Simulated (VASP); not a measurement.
# ScAgGe3 (Pm-3m) in VASP: notebook

The runs below take ScAgGe3 through single point, relaxation of cell and atoms, with r2SCAN.

All numbers are computed with VASP 6.6.1; they aren't measurements. Logs are shortened: lines on timing, memory, paths and dates and some standing lists are left out, and cuts for length are marked.

## 1. The cell of the first run

The structure is cubic, space group Pm-3m (No. 221). Conventional cell: a = 4.917 Å, b = 4.917 Å, c = 4.917 Å, α = 90.00°, β = 90.00°, γ = 90.00°. Sc (site symmetry m-3m) has 12 Ge at 3.48 Å and 8 Ag at 4.26 Å within 4.6 Å. Within 3.2 Å of Ag (site symmetry m-3m) lie 6 Ge at 2.46 Å. Ge (site symmetry 4/mmm) has 2 Ag at 2.46 Å within 3.2 Å.

## 2. Single point, r2SCAN

Contents of POSCAR:

```
ScAgGe3
1.0
    4.9172153762      0.0000000000      0.0000000000
    0.0000000000      4.9172153762      0.0000000000
    0.0000000000      0.0000000000      4.9172153762
Sc Ag Ge
1 1 3
Direct
    0.0000000000      0.0000000000      0.0000000000
    0.5000000000      0.5000000000      0.5000000000
    0.0000000000      0.5000000000      0.5000000000
    0.5000000000      0.0000000000      0.5000000000
    0.5000000000      0.5000000000      0.0000000000
```

Contents of INCAR.step1:

```
SYSTEM = ScAgGe3
PREC = Accurate
ENCUT = 520
ISMEAR = 0
SIGMA = 0.1
LREAL = .FALSE.
LASPH = .TRUE.
NELM = 100
NBANDS = 40
GGA = PE
ALGO = Normal
EDIFF = 1E-4
LWAVE = .TRUE.
LCHARG = .FALSE.
```

Contents of INCAR.step2:

```
SYSTEM = ScAgGe3
PREC = Accurate
ENCUT = 520
EDIFF = 1E-7
ISMEAR = 0
SIGMA = 0.1
LREAL = .FALSE.
LASPH = .TRUE.
NELM = 100
ALGO = Normal
ISIF = 2
LWAVE = .FALSE.
LCHARG = .FALSE.
METAGGA = R2SCAN
LMIXTAU = .TRUE.
NBANDS = 40
ISTART = 1
```

Contents of KPOINTS:

```
regular mesh
0
G
  4 4 4
  0 0 0
```

Potentials or basis: VASP PAW PBE potentials, release 64 (Sc_sv, Ag, Ge_d).

Command:

```console
> cat potpaw_PBE.64/Sc_sv/POTCAR potpaw_PBE.64/Ag/POTCAR potpaw_PBE.64/Ge_d/POTCAR > POTCAR
> cp INCAR.step1 INCAR
> mpirun -np 1 vasp_std > vasp.out
> cp INCAR.step2 INCAR
> mpirun -np 1 vasp_std > vasp.out
```

OUTCAR:

```text
SYSTEM = ScAgGe3
   PREC = Accurate
   ENCUT = 520
   EDIFF = 1E-7
   ISMEAR = 0
   LREAL = .FALSE.
   LASPH = .TRUE.
   NELM = 100
   ISIF = 2
   METAGGA = R2SCAN
   ISTART = 1

 ion  position               nearest neighbor table
   1  0.000  0.000  0.000-
   2  0.500  0.500  0.500-   3 2.46   4 2.46   5 2.46   5 2.46   4 2.46   3 2.46
   3  0.000  0.500  0.500-   2 2.46   2 2.46
   4  0.500  0.000  0.500-   2 2.46   2 2.46
   5  0.500  0.500  0.000-   2 2.46   2 2.46

  LATTYP: Found a simple cubic cell.
 ALAT       =     4.9172153762

  Lattice vectors:

 A1 = (   4.9172153762,   0.0000000000,   0.0000000000)
 A2 = (   0.0000000000,   4.9172153762,   0.0000000000)
 A3 = (   0.0000000000,   0.0000000000,   4.9172153762)

Analysis of symmetry for initial positions (statically):
=====================================================================
 Subroutine PRICEL returns:
 Original cell was already a primitive cell.

 Routine SETGRP: Setting up the symmetry group for a
 simple cubic supercell.

 Subroutine GETGRP returns: Found 48 space group operations
 (whereof 48 operations were pure point group operations)
 out of a pool of 48 trial point group operations.

The static configuration has the point symmetry O_h .

Analysis of symmetry for dynamics (positions and initial velocities):
=====================================================================
 Subroutine PRICEL returns:
 Original cell was already a primitive cell.

 Routine SETGRP: Setting up the symmetry group for a
 simple cubic supercell.

 Subroutine GETGRP returns: Found 48 space group operations
 (whereof 48 operations were pure point group operations)
 out of a pool of 48 trial point group operations.

The dynamic configuration has the point symmetry O_h .

 Subroutine INISYM returns: Found 48 space group operations
 (whereof 48 operations are pure point group operations),
 and found     1 'primitive' translations

----------------------------------------------------------------------------------------

                                     Primitive cell

  volume of cell :     118.8934

  direct lattice vectors                    reciprocal lattice vectors
     4.917215376  0.000000000  0.000000000     0.203367134  0.000000000  0.000000000
     0.000000000  4.917215376  0.000000000     0.000000000  0.203367134  0.000000000
     0.000000000  0.000000000  4.917215376     0.000000000  0.000000000  0.203367134

  length of vectors
     4.917215376  4.917215376  4.917215376     0.203367134  0.203367134  0.203367134
[... 74 lines left out ...]
   EDIFFG = 0.1E-05   stopping-criterion for IOM
   NSW    =      0    number of steps for IOM
   IBRION =     -1    ionic relax: 0-MD 1-quasi-New 2-CG
   NFREE  =      0    steps in history (QN), initial steepest desc. (CG)
   ISIF   =      2    stress and relaxation
   ISYM   =      2    0-nonsym 1-usesym 2-fastsym
   POTIM  = 0.5000    time-step for ionic-motion
   TEBEG  =    0.0;   TEEND  =   0.0 temperature during run
   PSTRESS=    0.0 pullay stress
   NELECT =      64.0000    total number of electrons
   NUPDOWN=      -1.0000    fix difference up-down
   EMIN   =  10.00;   EMAX   =-10.00  energy-range for DOS
   EFERMI =   0.00;   METHOD = LEGACY
   ISMEAR =     0;   SIGMA  =   0.10  broadening in eV -4-tet -1-fermi 0-gaus
   EFERMI_NEDOS =   21; number of points for ismear=-14 and -15
   IALGO  =     38    algorithm
   IMIX   =      4    mixing-type and parameters
     AMIX     =   0.40;   BMIX     =  1.00
     AMIX_MAG =   1.60;   BMIX_MAG =  1.00
  volume/ion in A,a.u.               =      23.78       160.47
  Fermi-wavevector in a.u.,A,eV,Ry     =   1.331728  2.516601 24.129932  1.773500
  Thomas-Fermi vector in A             =   2.460717
   LORBIT       =      0    0 simple, 1 ext, 2 COOP (PROOUT), +10 PAW based schemes
   METAGGA = R2SCAN    functional components
   LHFCALC =     F    Hartree Fock is set to
   AEXX    =    0.0000 exact exchange contribution
   IVDW    =     0    specifies the selected vdW correction
   LEPSILON=     F    determine dielectric tensor
   LRPA    =     F    only Hartree local field effects (RPA)
 non-spin polarized calculation
 Gauss-broadening in eV      SIGMA  =   0.10
  energy-cutoff  :      520.00
  volume of cell :      118.89
 maximum number of plane-waves:      3220
 NGX is ok and might be reduce to    40
   NGX = 19   NGY = 19   NGZ = 19

 number of electron      64.0000024 magnetization

 Free energy of the ion-electron system (eV)
  ---------------------------------------------------
  ext. energy  EPLUGINS =         0.00000000
  ---------------------------------------------------
  free energy    TOTEN  =       -70.91094700 eV

  energy without entropy =      -70.89045507  energy(sigma->0) =      -70.90070104

 E-fermi :   4.8635     XC(G=0): -10.8980

 val. band max:        4.7479433487   @ k =   0.2500   0.2500   0.2500
 cond. band min:       4.8881434173   @ k =   0.5000   0.0000   0.0000
 fundamental gap:      0.1402000686
 Fermi energy:         4.8635210491

 k-point     1 :       0.0000    0.0000    0.0000
  band No.  band energies     occupation
      1     -48.3904      2.00000
      2     -25.9952      2.00000
      3     -25.9952      2.00000
      4     -25.9952      2.00000
      5     -20.6053      2.00000
      6     -20.5911      2.00000
[... 419 lines left out ...]
     39       8.7680      0.00000
     40       8.7680      0.00000

------------------------ aborting loop because EDIFF is reached ----------------------------------------

  FORCE on cell =-STRESS in cart. coord.  units (eV):
  Direction    XX          YY          ZZ          XY          YZ          ZX
  --------------------------------------------------------------------------------------
  -------------------------------------------------------------------------------------
  Total       -0.0241828     -0.0241828     -0.0241828      0.0000000      0.0000000     -0.0000000
  in kB       -0.3258815     -0.3258815     -0.3258815      0.0000000      0.0000000     -0.0000000
  external PRESSURE =      -0.3258815 kB  Pullay stress =       0.0000000 kB

 VOLUME and BASIS-vectors are now :
 -----------------------------------------------------------------------------
  energy-cutoff  :      520.00
  volume of cell :      118.89
      direct lattice vectors                 reciprocal lattice vectors
     4.917215376  0.000000000  0.000000000     0.203367134  0.000000000  0.000000000
     0.000000000  4.917215376  0.000000000     0.000000000  0.203367134  0.000000000
     0.000000000  0.000000000  4.917215376     0.000000000  0.000000000  0.203367134

 POSITION                                       TOTAL-FORCE (eV/Angst)
 -----------------------------------------------------------------------------------
      0.00000      0.00000      0.00000         0.000000      0.000000      0.000000
      2.45861      2.45861      2.45861         0.000000      0.000000      0.000000
      0.00000      2.45861      2.45861         0.000000      0.000000      0.000000
      2.45861      0.00000      2.45861         0.000000      0.000000      0.000000
      2.45861      2.45861      0.00000         0.000000      0.000000      0.000000
 -----------------------------------------------------------------------------------
    total drift:                               -0.000000     -0.000000     -0.000000

  FREE ENERGIE OF THE ION-ELECTRON SYSTEM (eV)
  ---------------------------------------------------
  free  energy   TOTEN  =       -70.9109470011 eV

  energy  without entropy=      -70.8904550724  energy(sigma->0) =      -70.90070104
```

OSZICAR.step1:

```text
N       E                     dE             d eps       ncg     rms          rms(c)
DAV:   1     0.752051936207E+03    0.75205E+03   -0.29273E+04   920   0.359E+03
DAV:   2     0.106441940191E+03   -0.64561E+03   -0.62276E+03   800   0.101E+03
DAV:   3    -0.131775201667E+02   -0.11962E+03   -0.11631E+03   904   0.245E+02
DAV:   4    -0.223891026671E+02   -0.92116E+01   -0.89745E+01  1040   0.720E+01
DAV:   5    -0.227402892282E+02   -0.35119E+00   -0.34955E+00   952   0.164E+01    0.126E+01
DAV:   6    -0.196926178638E+02    0.30477E+01   -0.11999E+01  1128   0.204E+01    0.728E+00
DAV:   7    -0.197200920455E+02   -0.27474E-01   -0.10887E+00  1048   0.656E+00    0.456E+00
DAV:   8    -0.197248518002E+02   -0.47598E-02   -0.37370E-01  1080   0.406E+00    0.143E+00
DAV:   9    -0.196783411946E+02    0.46511E-01   -0.15990E-01  1128   0.231E+00    0.213E-01
DAV:  10    -0.196776836843E+02    0.65751E-03   -0.10490E-02  1024   0.857E-01    0.137E-01
DAV:  11    -0.196777566839E+02   -0.73000E-04   -0.46031E-03  1056   0.480E-01    0.104E-01
DAV:  12    -0.196775003715E+02    0.25631E-03   -0.12189E-03   920   0.194E-01    0.207E-02
DAV:  13    -0.196775017168E+02   -0.13453E-05   -0.48932E-05   560   0.611E-02
   1 F= -.19677502E+02 E0= -.19666523E+02  d E =-.219567E-01
```

It took 1.8 min on 1 thread of Intel Xeon 6975P-C (Granite Rapids), shared host; peak memory 0.27 GiB.

What came out:

```
Free energy            : -70.9109 eV
Pressure               : 0.0 GPa
Band gap on the k mesh : zero (bands 32 and 33 overlap by 1.37 eV)
```

Levels at points of the mesh, in eV from the Fermi level:
```csv
k point,band 27,band 28,band 29,band 30,band 31,band 32,band 33,band 34,band 35,band 36
"(0.00, 0.00, 0.00)",-3.86,-3.49,-3.49,-3.49,0.33,0.82,0.82,0.82,0.92,0.92
"(0.50, 0.00, 0.00)",-3.64,-2.92,-2.92,-1.39,-1.29,0.02,0.02,0.08,0.81,0.81
"(0.50, 0.50, 0.00)",-6.47,-3.12,-1.68,-1.43,-0.68,-0.68,-0.50,-0.50,1.00,1.06
"(0.50, 0.50, 0.50)",-6.78,-6.37,-2.44,-2.44,-2.44,0.50,1.21,1.21,1.23,1.23
```

Caveat: the PAW data sets were made with another functional, which shifts forces and pressure a little.

## 3. Relaxation of cell and atoms, r2SCAN

This run uses another cell than the first one, of 17.46 Å³/atom.

Changes to POSCAR since step 2:

```diff
@@ -2,5 +2,5 @@
 1.0
-    4.9172153762      0.0000000000      0.0000000000
-    0.0000000000      4.9172153762      0.0000000000
-    0.0000000000      0.0000000000      4.9172153762
+    4.4358850188      0.0000000000      0.0000000000
+    0.0000000000      4.4358850188      0.0000000000
+    0.0000000000      0.0000000000      4.4358850188
 Sc Ag Ge
```

Contents of INCAR.step1:

```
SYSTEM = ScAgGe3
  ALGO = Normal
  EDIFF = 1E-4
  ENCUT = 600
  GGA = PE
  ISMEAR = 0
  LASPH = .TRUE.
  LCHARG = .FALSE.
  LREAL = .FALSE.
  LWAVE = .TRUE.
  NELM = 80
  PREC = Accurate
  SIGMA = 0.1
```

Contents of INCAR.step2:

```
SYSTEM = ScAgGe3
  ALGO = Normal
  EDIFF = 1E-6
  EDIFFG = -0.04
  ENCUT = 600
  IBRION = 2
  ISIF = 3
  ISMEAR = 0
  ISTART = 1
  LASPH = .TRUE.
  LCHARG = .FALSE.
  LMIXTAU = .TRUE.
  LREAL = .FALSE.
  LWAVE = .FALSE.
  METAGGA = R2SCAN
  NELM = 80
  NSW = 90
  PREC = Accurate
  SIGMA = 0.1
```

Contents of KPOINTS:

```
k-points
0
G
  4 4 4
  0 0 0
```

Potentials or basis: VASP PAW PBE potentials, release 64 (Sc_sv, Ag, Ge_d).

Command:

```console
> cat potpaw_PBE.64/Sc_sv/POTCAR potpaw_PBE.64/Ag/POTCAR potpaw_PBE.64/Ge_d/POTCAR > POTCAR
> cp INCAR.step1 INCAR
> mpirun -np 1 vasp_std > vasp.out
> cp INCAR.step2 INCAR
> mpirun -np 1 vasp_std > vasp.out
```

Wall time 6.5 min (1 thread of Intel Xeon 6975P-C (Granite Rapids), shared host); peak memory 0.25 GiB.

Results (log left out):

- Free energy: -70.8990 eV
- Relaxed volume: 23.71 Å³/atom
- Relaxed cell: a = 4.912 Å, b = 4.912 Å, c = 4.912 Å, α = 90.00°, β = 90.00°, γ = 90.00°
- Space group after relaxing (to 0.1 Å): Pm-3m (No. 221)
- Energy gained by relaxing: 583.9 meV/atom
- Ionic steps: 4
- Pressure after relaxing: 0.1 GPa
- Band gap on the k mesh: zero (bands 32 and 33 overlap by 1.37 eV)

The path:
```tsv
step	energy change (eV)	largest force (eV/Å)	pressure (GPa)	volume (Å³)
1	0.0000	0.0000	38.73	87.29
2	-1.7326	0.0000	-8.95	152.18
3	-2.9188	0.0000	-0.29	119.25
4	-2.9193	0.0000	0.10	118.54
```

Final structure:
```cif
data_structure
_symmetry_space_group_name_H-M 'P 1'
_symmetry_Int_Tables_number 1
_cell_length_a 4.9123
_cell_length_b 4.9123
_cell_length_c 4.9123
_cell_angle_alpha 90.000
_cell_angle_beta 90.000
_cell_angle_gamma 90.000
_cell_volume 118.54
loop_
_atom_site_label
_atom_site_type_symbol
_atom_site_fract_x
_atom_site_fract_y
_atom_site_fract_z
_atom_site_occupancy
Sc1 Sc 0.00000 0.00000 0.00000 1
Ag1 Ag 0.50000 0.50000 0.50000 1
Ge1 Ge 0.00000 0.50000 0.50000 1
Ge2 Ge 0.50000 0.00000 0.50000 1
Ge3 Ge 0.50000 0.50000 0.00000 1
```

Levels at points of the mesh, in eV from the Fermi level:
| k point | band 29 | band 30 | band 31 | band 32 | band 33 | band 34 |
| --- | --- | --- | --- | --- | --- | --- |
| (0.00, 0.00, 0.00) | -3.50 | -3.50 | 0.33 | 0.82 | 0.82 | 0.82 |
| (0.50, 0.00, 0.00) | -2.94 | -1.39 | -1.30 | 0.02 | 0.02 | 0.08 |
| (0.50, 0.50, 0.00) | -1.69 | -1.43 | -0.68 | -0.68 | -0.50 | -0.50 |
| (0.50, 0.50, 0.50) | -2.45 | -2.45 | -2.45 | 0.49 | 1.21 | 1.21 |

Caveat: the volume moved by over 15 % at a fixed basis, so the end points are rough; the PAW data sets were made with another functional, which shifts forces and pressure a little.
